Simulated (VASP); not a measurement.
Wanted: the native input for a VASP 6.6.1 run.

```yaml
Task: single point
Functional: PBEsol
Potentials_or_basis: VASP PAW PBE potentials, release 64 (Ag)
Cutoff: 520 eV
k_mesh: 20 × 20 × 20
Occupations: gaussian, width 0.15 eV
Spin: no spin polarisation
Dipole_correction: no
Further_INCAR_settings: ALGO = Fast; EDIFF = 1e-06; NBANDS = 12
```

The structure of Ag lies in POSCAR:

```
Ag
1.0
   -1.7384367000      1.7384367000      1.5728713000
    1.7384367000     -1.7384367000      1.5728713000
    1.7384367000      1.7384367000     -1.5728713000
Ag
1
Direct
    0.0000000000      0.0000000000      0.0000000000
```

This cell differs from its parent crystal: strain +0.050 along x and y, -0.050 along z.

One way to write it, as run:

INCAR

```
SYSTEM = Ag
  PREC = Accurate
  ENCUT = 520
  EDIFF = 1E-6
  ISMEAR = 0
  SIGMA = 0.15
  LREAL = .FALSE.
  LASPH = .TRUE.
  NELM = 60
  ALGO = Fast
  ISIF = 2
  LWAVE = .FALSE.
  LCHARG = .FALSE.
  GGA = PS
  NBANDS = 12
```

KPOINTS

```
Automatic mesh
0
G
  20 20 20
  0 0 0
```

Potentials or basis: VASP PAW PBE potentials, release 64 (Ag).

The run is started by

```sh
$ cat potpaw_PBE.64/Ag/POTCAR > POTCAR
$ mpirun -np 1 vasp_std > vasp.out
```

It gave:

```
Pressure : -10.1 GPa
```

Caveat: the cell differs from its parent crystal (strain +0.050 along x and y, -0.050 along z); the PAW data sets were made with another functional, which shifts forces and pressure a little.

Wall time 33 s on 1 thread of Intel(R) Xeon(R) 6975P-C (Granite Rapids), with other jobs on the host, peak memory 0.25 GiB.
